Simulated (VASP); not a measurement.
A run of VASP 6.6.1 is set up as follows.

The input INCAR:

```
ALGO = Normal
EDIFF = 1E-6
ENCUT = 520
GGA = PE
ISIF = 2
ISMEAR = -1
LASPH = T
LCHARG = F
LREAL = F
LWAVE = F
NBANDS = 12
NELM = 60
PREC = Accurate
SIGMA = 0.08
```

File KPOINTS:

```
k-points
0
Gamma
  13 13 13
```

File POSCAR:

```
Sc
1.0
    2.6374688244      0.0000000000      0.0000000000
    0.0000000000      2.6374688244      0.0000000000
    0.0000000000      0.0000000000      2.6374688244
Sc
1
Direct
    0.0000000000      0.0000000000      0.0000000000
```

Potentials or basis: VASP PAW PBE potentials, release 64 (Sc_sv).

Command:

```console
$ cat potpaw_PBE.64/Sc_sv/POTCAR > POTCAR
$ mpirun -np 1 vasp_std > vasp.out
```

(1) What does it give for the pressure?

(2) Estimate the band gap on the k mesh.

Results:

(1) 21.4 GPa.

(2) zero (an odd number of electrons rules out a gap without spin polarisation).

Caveat: the cell stands under pressure.
